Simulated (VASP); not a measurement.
# InAs (Fm-3m) in VASP: settings compared

InAs is run at these levels: PBE0, PBE; tasks: single point.

Program: VASP 6.6.1. These are calculated values, not measurements. Logs are shortened: lines on timing, memory, paths and dates and some standing lists are left out, and cuts for length are marked.

## (1) The cell of the first run

Symmetry: Fm-3m, No. 225, cubic system. The conventional cell has a = 5.867 Å, b = 5.867 Å, c = 5.867 Å, α = 90.00°, β = 90.00°, γ = 90.00°. Within 3.9 Å of In (site symmetry m-3m) lie 6 As at 2.93 Å. Within 3.9 Å of As (site symmetry m-3m) lie 6 In at 2.93 Å.

## (2) Single point, PBE0

Contents of POSCAR:

```
InAs
1.0
    0.0000000000      2.9337360524      2.9337360524
    2.9337360524      0.0000000000      2.9337360524
    2.9337360524      2.9337360524      0.0000000000
In As
1 1
Direct
    0.5000000000      0.5000000000      0.5000000000
    0.0000000000      0.0000000000      0.0000000000
```

Contents of INCAR.step1:

```
  PREC = Accurate
  ENCUT = 520
  EDIFF = 1E-5
  ISMEAR = -1
  SIGMA = 0.05
  LREAL = False
  LASPH = True
  NELM = 60
  ALGO = Normal
  ISIF = 2
  LWAVE = True
  LCHARG = False
  NBANDS = 16
  GGA = PE
```

Contents of INCAR.step2:

```
  PREC = Accurate
  ENCUT = 520
  EDIFF = 1E-6
  ISMEAR = -1
  SIGMA = 0.05
  LREAL = False
  LASPH = True
  NELM = 60
  ALGO = Normal
  ISIF = 2
  LWAVE = False
  LCHARG = False
  GGA = PE
  LHFCALC = True
  AEXX = 0.25
  PRECFOCK = Normal
  NBANDS = 16
  ISTART = 1
```

Contents of KPOINTS:

```
regular mesh
0
Gamma
  4 4 4
```

Potentials or basis: VASP PAW PBE potentials, release 64 (In_d, As).

Run with:

```sh
> cat potpaw_PBE.64/In_d/POTCAR potpaw_PBE.64/As/POTCAR > POTCAR
> cp INCAR.step1 INCAR
> mpirun -np 1 vasp_std > vasp.out
> cp INCAR.step2 INCAR
> mpirun -np 1 vasp_std > vasp.out
```

OUTCAR:

```text
PREC = Accurate
   ENCUT = 520
   EDIFF = 1E-6
   ISMEAR = -1
   LREAL = False
   LASPH = True
   NELM = 60
   ISIF = 2
   GGA = PE
   LHFCALC = True
   AEXX = 0.25
   PRECFOCK = Normal
   ISTART = 1

 ion  position               nearest neighbor table
   1  0.500  0.500  0.500-   2 2.93   2 2.93   2 2.93   2 2.93   2 2.93   2 2.93
   2  0.000  0.000  0.000-   1 2.93   1 2.93   1 2.93   1 2.93   1 2.93   1 2.93

  LATTYP: Found a face centered cubic cell.
 ALAT       =     5.8674721048

  Lattice vectors:

 A1 = (   0.0000000000,   2.9337360524,   2.9337360524)
 A2 = (   2.9337360524,   0.0000000000,   2.9337360524)
 A3 = (   2.9337360524,   2.9337360524,   0.0000000000)

Analysis of symmetry for initial positions (statically):
=====================================================================
 Subroutine PRICEL returns:
 Original cell was already a primitive cell.

 Routine SETGRP: Setting up the symmetry group for a
 face centered cubic supercell.

 Subroutine GETGRP returns: Found 48 space group operations
 (whereof 48 operations were pure point group operations)
 out of a pool of 48 trial point group operations.

The static configuration has the point symmetry O_h .

Analysis of symmetry for dynamics (positions and initial velocities):
=====================================================================
 Subroutine PRICEL returns:
 Original cell was already a primitive cell.

 Routine SETGRP: Setting up the symmetry group for a
 face centered cubic supercell.

 Subroutine GETGRP returns: Found 48 space group operations
 (whereof 48 operations were pure point group operations)
 out of a pool of 48 trial point group operations.

The dynamic configuration has the point symmetry O_h .

 Subroutine INISYM returns: Found 48 space group operations
 (whereof 48 operations are pure point group operations),
 and found     1 'primitive' translations

----------------------------------------------------------------------------------------

                                     Primitive cell

  volume of cell :      50.5002

  direct lattice vectors                    reciprocal lattice vectors
     0.000000000  2.933736052  2.933736052    -0.170431147  0.170431147  0.170431147
     2.933736052  0.000000000  2.933736052     0.170431147 -0.170431147  0.170431147
     2.933736052  2.933736052  0.000000000     0.170431147  0.170431147 -0.170431147

  length of vectors
     4.148929314  4.148929314  4.148929314     0.295195406  0.295195406  0.295195406

  position of ions in fractional coordinates (direct lattice)
     0.500000000  0.500000000  0.500000000
     0.000000000  0.000000000  0.000000000

  ion indices of the primitive-cell ions
   primitive index   ion index
                 1           1
                 2           2

----------------------------------------------------------------------------------------

 KPOINTS: regular mesh

Automatic generation of k-mesh.
 Grid dimensions read from file:
 generate k-points for:    4    4    4

 Generating k-lattice:

  Cartesian coordinates                     Fractional coordinates (reciprocal lattice)
    -0.042607787  0.042607787  0.042607787     0.250000000  0.000000000  0.000000000
     0.042607787 -0.042607787  0.042607787     0.000000000  0.250000000  0.000000000
     0.042607787  0.042607787 -0.042607787     0.000000000  0.000000000  0.250000000

  Length of vectors
     0.073798851  0.073798851  0.073798851

  Shift w.r.t. Gamma in fractional coordinates (k-lattice)
     0.000000000  0.000000000  0.000000000

 Subroutine IBZKPT returns following result:
 ===========================================

 Found      8 irreducible k-points:

 Following reciprocal coordinates:
            Coordinates               Weight
  0.000000  0.000000  0.000000      1.000000
  0.250000  0.000000  0.000000      8.000000
  0.500000  0.000000  0.000000      4.000000
  0.250000  0.250000  0.000000      6.000000
  0.500000  0.250000  0.000000     24.000000
 -0.250000  0.250000  0.000000     12.000000
  0.500000  0.500000  0.000000      3.000000
 -0.250000  0.500000  0.250000      6.000000
   k-points           NKPTS =      8   k-points in BZ     NKDIM =     64   number of bands    NBANDS=     16
   number of dos      NEDOS =    301   number of ions     NIONS =      2
   total plane-waves  NPLWV =  32768
   dimension x,y,z NGX =    32 NGY =   32 NGZ =   32
   dimension x,y,z NGXF=    64 NGYF=   64 NGZF=   64
   ions per type =               1   1
   NGX,Y,Z   is equivalent  to a cutoff of  12.82, 12.82, 12.82 a.u.
   NGXF,Y,Z  is equivalent  to a cutoff of  25.64, 25.64, 25.64 a.u.
 SYSTEM =  unknown system
   PREC   = accura    normal or accurate (medium, high low for compatibility)
   ISTART =      1    job   : 0-new  1-cont  2-samecut
   ICHARG =      0    charge: 1-file 2-atom 10-const
   ISPIN  =      1    spin polarized calculation?
   LNONCOLLINEAR =      F non collinear calculations
   LSORBIT =      F    spin-orbit coupling
   LASPH  =      T    aspherical Exc in radial PAW
   ENCUT  =  520.0 eV  38.22 Ry    6.18 a.u.   7.71  7.71  7.71*2*pi/ulx,y,z
   NELM   =     60;   NELMIN=  2; NELMDL=  0     # of ELM steps
   EDIFF  = 0.1E-05   stopping-criterion for ELM
   LREAL  =      F    real-space projection
   EDIFFG = 0.1E-04   stopping-criterion for IOM
   NSW    =      0    number of steps for IOM
   IBRION =     -1    ionic relax: 0-MD 1-quasi-New 2-CG
   NFREE  =      0    steps in history (QN), initial steepest desc. (CG)
   ISIF   =      2    stress and relaxation
   ISYM   =      3    0-nonsym 1-usesym 2-fastsym
   POTIM  = 0.5000    time-step for ionic-motion
   TEBEG  =    0.0;   TEEND  =   0.0 temperature during run
   PSTRESS=    0.0 pullay stress
   NELECT =      18.0000    total number of electrons
   NUPDOWN=      -1.0000    fix difference up-down
   EMIN   =  10.00;   EMAX   =-10.00  energy-range for DOS
   EFERMI =   0.00;   METHOD = LEGACY
   ISMEAR =    -1;   SIGMA  =   0.05  broadening in eV -4-tet -1-fermi 0-gaus
   EFERMI_NEDOS =   21; number of points for ismear=-14 and -15
   IALGO  =     38    algorithm
   IMIX   =      1    mixing-type and parameters
     AMIX     =   0.40;   BMIX     =  1.00
     AMIX_MAG =   1.60;   BMIX_MAG =  1.00
  volume/ion in A,a.u.               =      25.25       170.40
  Fermi-wavevector in a.u.,A,eV,Ry     =   1.160739  2.193479 18.331338  1.347315
  Thomas-Fermi vector in A             =   2.297318
   LORBIT       =      0    0 simple, 1 ext, 2 COOP (PROOUT), +10 PAW based schemes
   GGA     = PE    functional components
   LHFCALC =     T    Hartree Fock is set to
   PRECFOCK=normal    Normal, Fast or Accurate (Low or Medium for compatibility)
   ENCUT4O =  -1.0   cutoff for four orbital integrals eV
   NKREDX  =     1    reduce k-point grid by
   NKREDY  =     1    reduce k-point grid by
   NKREDZ  =     1    reduce k-point grid by
   AEXX    =    0.2500 exact exchange contribution
   HFSCREEN=    0.0000 screening length (either q_TF or 0.3 A-1)
   HFSCREENC=   0.0000 screening length for correlation (either q_TF or 0.3 A-1)
   ENCUTFOCK=  -1.0 apply spherical cutoff to Coloumb kernel
   IVDW    =     0    specifies the selected vdW correction
   LEPSILON=     F    determine dielectric tensor
   LRPA    =     F    only Hartree local field effects (RPA)
 non-spin polarized calculation
  energy-cutoff  :      520.00
  volume of cell :       50.50
 maximum number of plane-waves:      1380
 NGX is ok and might be reduce to    32
  NGX = 24; NGY = 24; NGZ = 24

 number of electron      18.0000006 magnetization

 Free energy of the ion-electron system (eV)
  ---------------------------------------------------
  ext. energy  EPLUGINS =         0.00000000
  ---------------------------------------------------
  free energy    TOTEN  =        -9.19360811 eV

  energy without entropy =       -9.19348788  energy(sigma->0) =       -9.19354800

 E-fermi :   5.2562     XC(G=0):  -7.7690

 val. band max:        4.9170545643   @ k =   0.5000   0.0000   0.0000
 cond. band min:       5.5921892763   @ k =   0.5000   0.0000   0.0000
 fundamental gap:      0.6751347119
 Fermi energy:         5.2561601374

 k-point     1 :       0.0000    0.0000    0.0000
  band No.  band energies     occupation
      1     -11.7905      2.00000
      2     -11.7882      2.00000
      3     -11.7712      2.00000
      4     -11.7675      2.00000
      5     -11.7648      2.00000
      6      -8.3102      2.00000
      7       4.1375      2.00000
      8       4.5200      2.00000
      9       4.5276      2.00000
     10       4.5299      2.00000
     11      13.1879      0.00000
     12      13.1961      0.00000
     13      13.1975      0.00000
     14      13.5358      0.00000
     15      13.5532      0.00000
     16      13.5585      0.00000

 k-point     2 :       0.2500    0.0000    0.0000
  band No.  band energies     occupation
      1     -11.8099      2.00000
      2     -11.8060      2.00000
      3     -11.7681      2.00000
      4     -11.7517      2.00000
      5     -11.7440      2.00000
      6      -7.6343      2.00000
      7       0.1273      2.00000
      8       4.6627      1.99999
      9       4.7017      1.99997
     10       7.8572      0.00000
     11      10.7132      0.00000
     12      10.7402      0.00000
     13      11.0204      0.00000
     14      13.7960      0.00000
     15      14.7955      0.00000
     16      14.7994      0.00000

 k-point     3 :       0.5000    0.0000    0.0000
  band No.  band energies     occupation
      1     -11.8309      2.00000
      2     -11.8267      2.00000
      3     -11.7699      2.00000
      4     -11.7294      2.00000
      5     -11.7217      2.00000
      6      -6.5670      2.00000
      7      -2.2853      2.00000
      8       4.9171      1.99773
      9       5.5922      0.00241
     10       8.0175      0.00000
     11       9.1419      0.00000
     12       9.1661      0.00000
     13      10.3191      0.00000
     14      16.6916      0.00000
     15      18.0343      0.00000
     16      18.0395      0.00000

 k-point     4 :       0.2500    0.2500    0.0000
  band No.  band energies     occupation
      1     -11.8643      2.00000
      2     -11.7814      2.00000
      3     -11.7760      2.00000
      4     -11.7407      2.00000
      5     -11.7374      2.00000
      6      -7.3636      2.00000
      7       0.8646      2.00000
      8       3.3418      2.00000
      9       3.3496      2.00000
     10       6.4206      0.00000
     11      10.8608      0.00000
     12      11.3645      0.00000
     13      13.5406      0.00000
     14      13.5437      0.00000
     15      17.0887      0.00000
     16      17.3680      0.00000

 k-point     5 :       0.5000    0.2500    0.0000
  band No.  band energies     occupation
      1     -11.9001      2.00000
      2     -11.7936      2.00000
      3     -11.7719      2.00000
      4     -11.7303      2.00000
      5     -11.7196      2.00000
      6      -6.2309      2.00000
      7      -1.1977      2.00000
      8       2.0416      2.00000
      9       3.3341      2.00000
     10       5.9277      0.00000
     11      11.2544      0.00000
     12      12.0642      0.00000
     13      12.8714      0.00000
     14      14.4785      0.00000
     15      18.2693      0.00000
     16      18.5107      0.00000

 k-point     6 :      -0.2500    0.2500    0.0000
  band No.  band energies     occupation
      1     -11.8476      2.00000
      2     -11.8173      2.00000
      3     -11.7557      2.00000
      4     -11.7424      2.00000
      5     -11.7354      2.00000
      6      -6.6615      2.00000
      7      -1.0051      2.00000
      8       1.9151      2.00000
      9       4.6893      1.99998
     10       7.8115      0.00000
     11      10.0584      0.00000
     12      10.3766      0.00000
     13      12.6409      0.00000
     14      15.0943      0.00000
     15      16.3380      0.00000
     16      17.4999      0.00000

 k-point     7 :       0.5000    0.5000    0.0000
  band No.  band energies     occupation
      1     -11.9738      2.00000
      2     -11.7952      2.00000
      3     -11.7633      2.00000
      4     -11.7090      2.00000
      5     -11.7057      2.00000
      6      -5.7793      2.00000
      7      -0.1878      2.00000
      8       1.7721      2.00000
      9       2.4196      2.00000
     10       2.4271      2.00000
     11       9.8654      0.00000
     12      15.2771      0.00000
     13      15.2805      0.00000
     14      16.1236      0.00000
     15      19.0762      0.00000
     16      20.5982      0.00000

 k-point     8 :      -0.2500    0.5000    0.2500
  band No.  band energies     occupation
      1     -11.9212      2.00000
      2     -11.7966      2.00000
      3     -11.7557      2.00000
      4     -11.7523      2.00000
      5     -11.7061      2.00000
      6      -5.7526      2.00000
      7      -0.3406      2.00000
      8       0.8804      2.00000
      9       0.8877      2.00000
     10       7.9095      0.00000
     11       9.9663      0.00000
     12      12.8951      0.00000
     13      12.9031      0.00000
     14      16.6520      0.00000
     15      16.6627      0.00000
     16      20.3581      0.00000

------------------------ aborting loop because EDIFF is reached ----------------------------------------

  FORCE on cell =-STRESS in cart. coord.  units (eV):
  Direction    XX          YY          ZZ          XY          YZ          ZX
  --------------------------------------------------------------------------------------
  -------------------------------------------------------------------------------------
  Total       -1.7512794     -1.7512794     -1.7512794      0.0000000      0.0000000      0.0000000
  in kB      -55.5613659    -55.5613659    -55.5613659      0.0000000      0.0000000      0.0000000
  external PRESSURE =     -55.5613659 kB  Pullay stress =       0.0000000 kB

 VOLUME and BASIS-vectors are now :
 -----------------------------------------------------------------------------
  energy-cutoff  :      520.00
  volume of cell :       50.50
      direct lattice vectors                 reciprocal lattice vectors
     0.000000000  2.933736052  2.933736052    -0.170431147  0.170431147  0.170431147
     2.933736052  0.000000000  2.933736052     0.170431147 -0.170431147  0.170431147
     2.933736052  2.933736052  0.000000000     0.170431147  0.170431147 -0.170431147

 POSITION                                       TOTAL-FORCE (eV/Angst)
 -----------------------------------------------------------------------------------
      2.93374      2.93374      2.93374         0.000000      0.000000      0.000000
      0.00000      0.00000      0.00000        -0.000000     -0.000000     -0.000000
 -----------------------------------------------------------------------------------
    total drift:                               -0.000000      0.000000      0.000000

  FREE ENERGIE OF THE ION-ELECTRON SYSTEM (eV)
  ---------------------------------------------------
  free  energy   TOTEN  =        -9.1936081097 eV

  energy  without entropy=       -9.1934878814  energy(sigma->0) =       -9.19354800
```

Run time: 32 min. Hardware: 1 thread of AMD EPYC 7R13, shared host; peak memory 0.16 GiB.

Results:

```yaml
Free_energy: -9.1936 eV
Pressure: -5.6 GPa
Band_gap_on_the_k_mesh: zero (band 9 reaches 5.59 eV, above the bottom of band 10 at 2.43 eV)
```

Caveat: the k points lie up to 0.46 Å⁻¹ apart; the PAW data sets were made with another functional, which shifts forces and pressure a little; spin-orbit coupling is left out, which moves the levels of the heavy elements.

## (3) Single point, PBE

This run uses another cell than the first one, of 24.77 Å³/atom, 0.981 times its volume.

Contents of INCAR:

```
ALGO = Normal
EDIFF = 1E-6
ENCUT = 500
GGA = PE
GGA_COMPAT = F
ISIF = 2
ISMEAR = -1
LASPH = T
LCHARG = T
LELF = T
LREAL = F
LVHAR = T
LWAVE = F
NBANDS = 16
NELM = 120
PREC = Accurate
SIGMA = 0.05
```

Contents of KPOINTS:

```
k-points
0
Gamma
  8 8 8
```

Contents of POSCAR:

```
InAs
1.0
    0.0000000000      2.9151676052      2.9151676052
    2.9151676052      0.0000000000      2.9151676052
    2.9151676052      2.9151676052      0.0000000000
In As
1 1
Direct
    0.5000000000      0.5000000000      0.5000000000
    0.0000000000      0.0000000000      0.0000000000
```

Potentials or basis: VASP PAW PBE potentials, release 64 (In_d, As).

Run with:

```sh
> cat potpaw_PBE.64/In_d/POTCAR potpaw_PBE.64/As/POTCAR > POTCAR
> mpirun -np 1 vasp_std > vasp.out
```

Wall time 24 s (1 thread of Intel Xeon 6975P-C, shared host); peak memory 0.18 GiB.

Results (log left out):

```
Free energy            : -7.3065 eV
Pressure               : -2.2 GPa
Band gap on the k mesh : zero (band 9 reaches 5.82 eV, above the bottom of band 10 at 3.39 eV)
```

Levels at points of the mesh, in eV from the Fermi level:
```csv
k point,band 5,band 6,band 7,band 8,band 9,band 10,band 11,band 12,band 13,band 14
"(0.00, 0.00, 0.00)",-14.25,-11.85,-0.93,-0.19,-0.19,-0.19,7.14,7.14,7.14,7.29
"(0.50, 0.00, 0.00)",-14.20,-10.31,-6.30,0.16,0.16,2.09,3.26,3.26,4.14,10.41
"(0.50, 0.50, 0.00)",-14.18,-9.54,-4.47,-2.96,-2.11,-2.11,3.94,8.87,8.87,9.66
```

Caveat: spin-orbit coupling is left out, which moves the levels of the heavy elements.
